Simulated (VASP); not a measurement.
# CdO (Monteponite) (Fm-3m) in VASP: notebook

The runs below take CdO (Monteponite) through single point, with BLYP, PBEsol.

Everything below comes from runs of VASP 6.6.1. Logs are shortened: lines on timing, memory, paths and dates and some standing lists are left out, and cuts for length are marked.

## (1) The cell of the first run

Symmetry: Fm-3m, No. 225, cubic system. Conventional cell: a = 4.699 Å, b = 4.699 Å, c = 4.699 Å, α = 90.00°, β = 90.00°, γ = 90.00°. Within 3.1 Å of Cd (site symmetry m-3m) lie 6 O at 2.35 Å. Within 3.1 Å of O (site symmetry m-3m) lie 6 Cd at 2.35 Å.

## (2) Single point, BLYP

File INCAR:

```
PREC     = Accurate       # precision mode
ENCUT    = 600            # plane-wave cutoff, eV
EDIFF    = 1E-6           # SCF threshold, eV
ISMEAR   = -1             # smearing method
SIGMA    = 0.1            # smearing width, eV
LREAL    = F              # projectors in reciprocal space
LASPH    = T              # aspherical terms in the spheres
NELM     = 120            # most SCF steps
ALGO     = Normal         # electronic algorithm
ISIF     = 2              # what is computed and relaxed
LWAVE    = F              # write WAVECAR
LCHARG   = F              # write CHGCAR
GGA      = B5             # functional
ALDAX    = 1.0          
AGGAX    = 1.0          
AGGAC    = 1.0          
ALDAC    = 0.0          
NBANDS   = 16             # bands
GGA_COMPAT= F
```

File KPOINTS:

```
Automatic mesh
0
Gamma
  6 6 6
```

File POSCAR:

```
CdO
1.0
    3.3226950000      0.0000000000      0.0000000000
    1.6613475000      2.8775382790      0.0000000000
    1.6613475000      0.9591794263      2.7129691070
Cd O
1 1
Direct
    0.0000000000      0.0000000000      0.0000000000
    0.5000000000      0.5000000000      0.5000000000
```

Potentials or basis: VASP PAW PBE potentials, release 64 (Cd, O).

On the command line:

```sh
$ cat potpaw_PBE.64/Cd/POTCAR potpaw_PBE.64/O/POTCAR > POTCAR
$ mpirun -np 1 vasp_std > vasp.out
```

OUTCAR:

```text
PREC = Accurate
   ENCUT = 600
   EDIFF = 1E-6
   ISMEAR = -1
   LREAL = F
   LASPH = T
   NELM = 120
   ISIF = 2
   GGA = B5

 ion  position               nearest neighbor table
   1  0.000  0.000  0.000-   2 2.35   2 2.35   2 2.35   2 2.35   2 2.35   2 2.35
   2  0.500  0.500  0.500-   1 2.35   1 2.35   1 2.35   1 2.35   1 2.35   1 2.35

  LATTYP: Found a face centered cubic cell.
 ALAT       =     4.6990003326

  Lattice vectors:

 A1 = (   3.3226950000,   0.0000000000,   0.0000000000)
 A2 = (   1.6613475000,   2.8775382790,   0.0000000000)
 A3 = (   1.6613475000,   0.9591794263,   2.7129691070)

Analysis of symmetry for initial positions (statically):
=====================================================================
 Subroutine PRICEL returns:
 Original cell was already a primitive cell.

 Routine SETGRP: Setting up the symmetry group for a
 face centered cubic supercell.

 Subroutine GETGRP returns: Found 48 space group operations
[... 9 lines left out ...]

 Routine SETGRP: Setting up the symmetry group for a
 face centered cubic supercell.

 Subroutine GETGRP returns: Found 48 space group operations
[... 11 lines left out ...]
                                     Primitive cell

  volume of cell :      25.9392

  direct lattice vectors                    reciprocal lattice vectors
     3.322695000  0.000000000  0.000000000     0.300960515 -0.173759635 -0.122866616
     1.661347500  2.877538279  0.000000000     0.000000000  0.347519269 -0.122866616
     1.661347500  0.959179426  2.712969107     0.000000000  0.000000000  0.368599848

  length of vectors
     3.322695000  3.322695000  3.322695000     0.368599848  0.368599848  0.368599848

  position of ions in fractional coordinates (direct lattice)
     0.000000000  0.000000000  0.000000000
     0.500000000  0.500000000  0.500000000

  ion indices of the primitive-cell ions
   primitive index   ion index
                 1           1
                 2           2

----------------------------------------------------------------------------------------

 KPOINTS: Automatic mesh

Automatic generation of k-mesh.
 Grid dimensions read from file:
 generate k-points for:    6    6    6

 Generating k-lattice:

  Cartesian coordinates                     Fractional coordinates (reciprocal lattice)
     0.050160086 -0.028959939 -0.020477769     0.166666667  0.000000000  0.000000000
     0.000000000  0.057919878 -0.020477769     0.000000000  0.166666667  0.000000000
     0.000000000  0.000000000  0.061433308     0.000000000  0.000000000  0.166666667

  Length of vectors
     0.061433308  0.061433308  0.061433308

  Shift w.r.t. Gamma in fractional coordinates (k-lattice)
     0.000000000  0.000000000  0.000000000

 Subroutine IBZKPT returns following result:
 ===========================================

 Found     16 irreducible k-points:

 Following reciprocal coordinates:
            Coordinates               Weight
  0.000000  0.000000  0.000000      1.000000
  0.166667  0.000000  0.000000      8.000000
  0.333333 -0.000000  0.000000      8.000000
  0.500000  0.000000  0.000000      4.000000
  0.166667  0.166667  0.000000      6.000000
  0.333333  0.166667  0.000000     24.000000
[... 8 lines left out ...]
 -0.333333  0.333333  0.166667     24.000000
 -0.333333  0.500000  0.166667     12.000000
   k-points           NKPTS =     16   k-points in BZ     NKDIM =     16   number of bands    NBANDS=     16
   number of dos      NEDOS =    301   number of ions     NIONS =      2
   total plane-waves  NPLWV =  21952
   dimension x,y,z NGX =    28 NGY =   28 NGZ =   28
   dimension x,y,z NGXF=    56 NGYF=   56 NGZF=   56
   ions per type =               1   1
   NGX,Y,Z   is equivalent  to a cutoff of  14.01, 14.01, 14.01 a.u.
   NGXF,Y,Z  is equivalent  to a cutoff of  28.02, 28.02, 28.02 a.u.
 SYSTEM =  unknown system
   PREC   = accura    normal or accurate (medium, high low for compatibility)
   ISTART =      0    job   : 0-new  1-cont  2-samecut
   ICHARG =      2    charge: 1-file 2-atom 10-const
   ISPIN  =      1    spin polarized calculation?
   LNONCOLLINEAR =      F non collinear calculations
   LSORBIT =      F    spin-orbit coupling
   LASPH  =      T    aspherical Exc in radial PAW
   ENCUT  =  600.0 eV  44.10 Ry    6.64 a.u.   6.64  6.64  6.64*2*pi/ulx,y,z
   NELM   =    120;   NELMIN=  2; NELMDL= -5     # of ELM steps
   EDIFF  = 0.1E-05   stopping-criterion for ELM
   LREAL  =      F    real-space projection
   EDIFFG = 0.1E-04   stopping-criterion for IOM
   NSW    =      0    number of steps for IOM
   IBRION =     -1    ionic relax: 0-MD 1-quasi-New 2-CG
   NFREE  =      0    steps in history (QN), initial steepest desc. (CG)
   ISIF   =      2    stress and relaxation
   ISYM   =      2    0-nonsym 1-usesym 2-fastsym
   POTIM  = 0.5000    time-step for ionic-motion
   TEBEG  =    0.0;   TEEND  =   0.0 temperature during run
   PSTRESS=    0.0 pullay stress
   NELECT =      18.0000    total number of electrons
   NUPDOWN=      -1.0000    fix difference up-down
   EMIN   =  10.00;   EMAX   =-10.00  energy-range for DOS
   EFERMI =   0.00;   METHOD = LEGACY
   ISMEAR =    -1;   SIGMA  =   0.10  broadening in eV -4-tet -1-fermi 0-gaus
   EFERMI_NEDOS =   21; number of points for ismear=-14 and -15
   IALGO  =     38    algorithm
   IMIX   =      4    mixing-type and parameters
     AMIX     =   0.40;   BMIX     =  1.00
     AMIX_MAG =   1.60;   BMIX_MAG =  1.00
  volume/ion in A,a.u.               =      12.97        87.52
  Fermi-wavevector in a.u.,A,eV,Ry     =   1.449373  2.738918 28.581518  2.100682
  Thomas-Fermi vector in A             =   2.567107
   LORBIT       =      0    0 simple, 1 ext, 2 COOP (PROOUT), +10 PAW based schemes
   GGA     = B5    functional components
   LHFCALC =     F    Hartree Fock is set to
   AEXX    =    0.0000 exact exchange contribution
   IVDW    =     0    specifies the selected vdW correction
   LEPSILON=     F    determine dielectric tensor
   LRPA    =     F    only Hartree local field effects (RPA)
 non-spin polarized calculation
  energy-cutoff  :      600.00
  volume of cell :       25.94
 maximum number of plane-waves:       893
 NGX is ok and might be reduce to    28
   NGX = 13   NGY = 13   NGZ = 13

 number of electron      18.0000002 magnetization

 Free energy of the ion-electron system (eV)
  ---------------------------------------------------
  ext. energy  EPLUGINS =         0.00000000
  ---------------------------------------------------
  free energy    TOTEN  =        -6.86950240 eV

  energy without entropy =       -6.86517568  energy(sigma->0) =       -6.86733904

 E-fermi :   2.7102     XC(G=0): -11.1593

 val. band max:        2.4126689971   @ k =   0.5000   0.0000   0.0000
 cond. band min:       4.0345918457   @ k =   0.1667   0.0000   0.0000
 fundamental gap:      1.6219228485
 Fermi energy:         2.7102477438

 k-point     1 :       0.0000    0.0000    0.0000
  band No.  band energies     occupation
      1     -14.8467      2.00000
      2      -4.3417      2.00000
      3      -4.3417      2.00000
      4      -4.3417      2.00000
      5      -4.0367      2.00000
      6      -4.0367      2.00000
[... 8 lines left out ...]
     15      20.4599      0.00000
     16      20.4599      0.00000

 k-point     2 :       0.1667    0.0000    0.0000
  band No.  band energies     occupation
      1     -14.6640      2.00000
      2      -4.4608      2.00000
      3      -4.3717      2.00000
      4      -4.3717      2.00000
      5      -4.1271      2.00000
      6      -4.1271      2.00000
[... 8 lines left out ...]
     15      21.4189      0.00000
     16      21.4189      0.00000

 k-point     3 :       0.3333   -0.0000    0.0000
  band No.  band energies     occupation
      1     -14.2692      2.00000
      2      -4.9111      2.00000
      3      -4.7430      2.00000
      4      -4.7430      2.00000
      5      -3.9209      2.00000
      6      -3.9209      2.00000
[... 8 lines left out ...]
     15      23.0588      0.00000
     16      23.0588      0.00000

 k-point     4 :       0.5000    0.0000    0.0000
  band No.  band energies     occupation
      1     -14.0536      2.00000
      2      -5.2391      2.00000
      3      -4.9222      2.00000
      4      -4.9222      2.00000
      5      -3.7954      2.00000
      6      -3.7954      2.00000
[... 8 lines left out ...]
     15      23.9532      0.00000
     16      24.7089      0.00000

 k-point     5 :       0.1667    0.1667    0.0000
  band No.  band energies     occupation
      1     -14.6239      2.00000
      2      -4.5043      2.00000
      3      -4.4541      2.00000
      4      -4.2357      2.00000
      5      -4.2357      2.00000
      6      -3.9718      2.00000
[... 8 lines left out ...]
     15      23.3376      0.00000
     16      24.6600      0.00000

 k-point     6 :       0.3333    0.1667    0.0000
  band No.  band energies     occupation
      1     -14.3473      2.00000
      2      -4.7669      2.00000
      3      -4.6028      2.00000
      4      -4.3651      2.00000
      5      -4.0710      2.00000
      6      -3.8458      2.00000
[... 8 lines left out ...]
     15      23.8918      0.00000
     16      25.3889      0.00000
[... 115 lines left out ...]
 k-point    13 :       0.5000    0.5000    0.0000
  band No.  band energies     occupation
      1     -14.2167      2.00000
      2      -4.7825      2.00000
      3      -3.7736      2.00000
      4      -3.6588      2.00000
      5      -3.6588      2.00000
      6      -3.3281      2.00000
[... 8 lines left out ...]
     15      25.7008      0.00000
     16      28.6231      0.00000

 k-point    14 :       0.5000    0.3333    0.1667
  band No.  band energies     occupation
      1     -14.1803      2.00000
      2      -4.6616      2.00000
      3      -4.5941      2.00000
      4      -4.5154      2.00000
      5      -3.8892      2.00000
      6      -3.6973      2.00000
[... 8 lines left out ...]
     15      23.8052      0.00000
     16      26.5022      0.00000

 k-point    15 :      -0.3333    0.3333    0.1667
  band No.  band energies     occupation
      1     -14.0966      2.00000
      2      -4.7440      2.00000
      3      -4.5079      2.00000
      4      -4.4782      2.00000
      5      -3.7546      2.00000
      6      -3.6840      2.00000
[... 8 lines left out ...]
     15      21.8086      0.00000
     16      27.4656      0.00000

 k-point    16 :      -0.3333    0.5000    0.1667
  band No.  band energies     occupation
      1     -14.1379      2.00000
      2      -4.6444      2.00000
      3      -4.3381      2.00000
      4      -4.1595      2.00000
      5      -3.6587      2.00000
      6      -3.4284      2.00000
[... 8 lines left out ...]
     15      23.9314      0.00000
     16      27.0708      0.00000

------------------------ aborting loop because EDIFF is reached ----------------------------------------

  FORCE on cell =-STRESS in cart. coord.  units (eV):
  Direction    XX          YY          ZZ          XY          YZ          ZX
  --------------------------------------------------------------------------------------
  -------------------------------------------------------------------------------------
  Total        2.1646004      2.1646004      2.1646004     -0.0000000     -0.0000000     -0.0000000
  in kB      133.7001443    133.7001443    133.7001443     -0.0000000     -0.0000000     -0.0000000
  external PRESSURE =     133.7001443 kB  Pullay stress =       0.0000000 kB

 VOLUME and BASIS-vectors are now :
 -----------------------------------------------------------------------------
  energy-cutoff  :      600.00
  volume of cell :       25.94
      direct lattice vectors                 reciprocal lattice vectors
     3.322695000  0.000000000  0.000000000     0.300960515 -0.173759635 -0.122866616
     1.661347500  2.877538279  0.000000000     0.000000000  0.347519269 -0.122866616
     1.661347500  0.959179426  2.712969107     0.000000000  0.000000000  0.368599848

 POSITION                                       TOTAL-FORCE (eV/Angst)
 -----------------------------------------------------------------------------------
      0.00000      0.00000      0.00000         0.000000      0.000000      0.000000
      3.32269      1.91836      1.35648        -0.000000     -0.000000      0.000000
 -----------------------------------------------------------------------------------
    total drift:                                0.000000      0.000000      0.000000

  FREE ENERGIE OF THE ION-ELECTRON SYSTEM (eV)
  ---------------------------------------------------
  free  energy   TOTEN  =        -6.8695023959 eV

  energy  without entropy=       -6.8651756850  energy(sigma->0) =       -6.86733904
```

It took 33 s on 1 thread of AMD EPYC 7R13, shared host; peak memory 0.13 GiB.

What came out:

* Free energy: -6.8695 eV
* Pressure: 13.4 GPa
* Band gap on the k mesh: zero (band 9 reaches 2.41 eV, above the bottom of band 10 at 2.14 eV)

Caveat: the k points lie up to 0.39 Å⁻¹ apart; the PAW data sets were made with another functional, which shifts forces and pressure a little.

## (3) Single point, PBEsol

File INCAR:

```
PREC = Accurate
ENCUT = 600
EDIFF = 1E-6
ISMEAR = -1
SIGMA = 0.1
LREAL = False
LASPH = True
NELM = 120
ALGO = Normal
ISIF = 2
LWAVE = False
LCHARG = False
GGA = PS
NBANDS = 16
GGA_COMPAT = False
```

File KPOINTS:

```
regular mesh
0
Gamma
  6 6 6
```

POSCAR is that of step 2.

Potentials or basis: VASP PAW PBE potentials, release 64 (Cd, O).

On the command line:

```sh
$ cat potpaw_PBE.64/Cd/POTCAR potpaw_PBE.64/O/POTCAR > POTCAR
$ mpirun -np 1 vasp_std > vasp.out
```

It took 14 s on 1 thread of AMD EPYC 7R13, shared host; peak memory 0.13 GiB.

The run converged. Its results:

- Free energy: -8.5091 eV
- Pressure: 0.6 GPa
- Band gap on the k mesh: zero (band 9 reaches 1.88 eV, above the bottom of band 10 at 1.35 eV)

Levels at points of the mesh, in eV from the Fermi level:
```tsv
k point	band 7	band 8	band 9	band 10	band 11	band 12
(0.00, 0.00, 0.00)	-1.66	-1.66	-1.66	-0.82	14.48	16.59
(0.50, 0.00, 0.00)	-4.13	-0.29	-0.29	4.00	6.95	11.51
(0.50, 0.50, 0.00)	-4.71	-2.65	-2.65	3.48	8.14	10.77
```

Caveat: the k points lie up to 0.39 Å⁻¹ apart; the PAW data sets were made with another functional, which shifts forces and pressure a little.
